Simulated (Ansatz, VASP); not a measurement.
**One calculation of C, two programs**

Contents of INCAR:

```
SYSTEM = C
PREC     = Accurate       ! precision mode
ENCUT    = 520            ! plane-wave cutoff, eV
EDIFF    = 1E-8           ! SCF threshold, eV
ISMEAR   = -1             ! smearing method
SIGMA    = 0.03           ! smearing width, eV
LREAL    = .FALSE.        ! projectors in reciprocal space
LASPH    = .TRUE.         ! aspherical terms in the spheres
NELM     = 60             ! most SCF steps
ALGO     = Normal         ! electronic algorithm
ISIF     = 2              ! what is computed and relaxed
LWAVE    = .FALSE.        ! write WAVECAR
LCHARG   = .FALSE.        ! write CHGCAR
GGA      = CA             ! functional
LEFG     = .TRUE.       
NBANDS   = 8              ! bands
```

KPOINTS

```
Automatic mesh
0
G
  16 16 16
  0 0 0
```

The input POSCAR:

```
C
1.0
    0.0000000000      1.5429626004      1.5429626004
    1.5429626004      0.0000000000      1.5429626004
    1.5429626004      1.5429626004      0.0000000000
C
1
Direct
    0.0000000000      0.0000000000      0.0000000000
```

Input for Ansatz:

```yaml
crystal:
  lattice:
    - [0.0, 1.5429626004, 1.5429626004]
    - [1.5429626004, 0.0, 1.5429626004]
    - [1.5429626004, 1.5429626004, 0.0]
  atoms:
    - { symbol: C, position: [0.0, 0.0, 0.0] }
kpoints:
  mp_grid: { grid: [16, 16, 16] }
  band_path:
    path:
      - [0.0, 0.0, 0.0]
      - [0.5, 0.0, 0.5]
      - [0.625, 0.25, 0.625]
      - [0.375, 0.375, 0.75]
      - [0.0, 0.0, 0.0]
      - [0.5, 0.5, 0.5]
      - [0.5, 0.25, 0.75]
      - [0.5, 0.0, 0.5]
    npoints: 5
scf:
  occupations: { method: fermi_dirac, width: 0.03 }
hamiltonian:
  xc: lda
  pseudopotentials: { kind: paw }
output:
  forces: true
  stress: true
  eigenvalues: true
  efg: { contact_densities: true }
```

Alike in both runs: task electric field gradients; functional LDA; k mesh 16 × 16 × 16; occupations fermi-dirac, width 0.03 eV; no spin polarisation.

|  | VASP | Ansatz |
| --- | --- | --- |
| version | VASP 6.6.1 | Ansatz 0.2.0 |
| potentials or method | VASP PAW LDA potentials, release 64 (C) | PAW with Ansatz's default frozen-core files, scalar-relativistic |
| plane-wave cutoff (eV) | 520 | 420 |
| valence electrons in the cell | 4 | 4 |

|  | VASP | Ansatz | Ansatz less VASP |
| --- | --- | --- | --- |
| pressure (GPa) | -9.7 | -10.1 | -0.38 |

LDA's correlation is that of Perdew and Zunger in VASP and of Perdew and Wang (1992) in Ansatz.
